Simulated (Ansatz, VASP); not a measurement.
## Two plane-wave programs on KHBr

```
K H Br
1.0
     4.47820    0.00000    0.00000
     0.00000    4.47820    0.00000
     0.00000    0.00000    7.31670
K H Br
2 2 2
Direct
  0.00000 0.50000 0.21500
  0.50000 0.00000 0.78500
  0.00000 0.00000 0.00000
  0.50000 0.50000 0.00000
  0.00000 0.50000 0.65000
  0.50000 0.00000 0.35000
```

Alike in both runs: task single point; functional PBE; k mesh 8 × 8 × 5; no spin polarisation.

|  | VASP | Ansatz |
| --- | --- | --- |
| version | VASP 6.6.1 | Ansatz 0.2.0 |
| potentials or method | VASP PAW PBE potentials, release 64 (K_sv, H, Br), cutoff 520 eV | PAW plane waves |
| occupations | fermi-dirac, width 0.1 eV | fermi-dirac |
| valence electrons in the cell | 34 | 34 |

```csv
,VASP,Ansatz,Ansatz less VASP
pressure (GPa),1.2,1.1,-0.03
"traceless stress, the component that is largest in VASP (GPa)",-0.47,-0.47,-0.005
rms of the force components (eV/Å),0.209,0.209,0.0000
```

Atom by atom the forces differ by 0.001 eV/Å (rms over components).
